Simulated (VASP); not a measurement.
Here is a VASP 6.6.1 calculation.

File INCAR:

```
SYSTEM = TlInTe
PREC = Accurate ; ENCUT = 600
EDIFF = 1E-6 ; ISMEAR = 0
SIGMA = 0.1 ; LREAL = .False.
LASPH = .True. ; NELM = 100
ALGO = Normal ; ISIF = 3
LWAVE = .False. ; LCHARG = .False.
GGA = PE ; IBRION = 2
NSW = 100 ; EDIFFG = -0.01
```

The input KPOINTS:

```
regular mesh
0
Gamma
  12 12 10
  0 0 0
```

File POSCAR:

```
TlInTe
1.0
    4.8018231000      0.0000000000      0.0000000000
   -2.4009115500      4.1585007900      0.0000000000
    0.0000000000      0.0000000000      5.1531600100
Tl In Te
1 1 1
Direct
    0.0000000000      0.0000000000      0.5000000000
    0.3333333300      0.6666666700      0.5000000000
    0.6666666700      0.3333333300      0.0000000000
```

Potentials or basis: VASP PAW PBE potentials, release 64 (Tl_d, In_d, Te).

Command:

```bash
$ cat potpaw_PBE.64/Tl_d/POTCAR potpaw_PBE.64/In_d/POTCAR potpaw_PBE.64/Te/POTCAR > POTCAR
$ mpirun -np 1 vasp_std > vasp.out
```

Problem. Predict the relaxed volume.

Solution. 33.51 Å³/atom.

Problem. Predict the band gap on the k mesh.

Solution. Zero (bands 16 and 17 overlap by 0.69 eV).

The path:
```csv
step,energy change (eV),largest force (eV/Å),pressure (GPa),volume (Å³)
1,0.0000,0.0000,1.59,102.90
2,-0.4293,0.0000,-0.63,107.57
3,-0.5770,0.0000,-1.93,111.49
4,-0.6552,0.0000,-0.72,103.96
5,-0.6641,0.0000,-0.15,101.20
6,-0.6644,0.0000,-0.02,100.64
7,-0.6643,0.0000,-0.08,100.85
8,-0.6644,0.0000,-0.04,100.75
9,-0.6644,0.0000,-0.06,100.75
10,-0.6644,0.0000,0.02,100.54
```

Caveat: a cell axis changed by over 15 % at a fixed basis, so the end point is rough; spin-orbit coupling is left out, which moves the levels of the heavy elements.
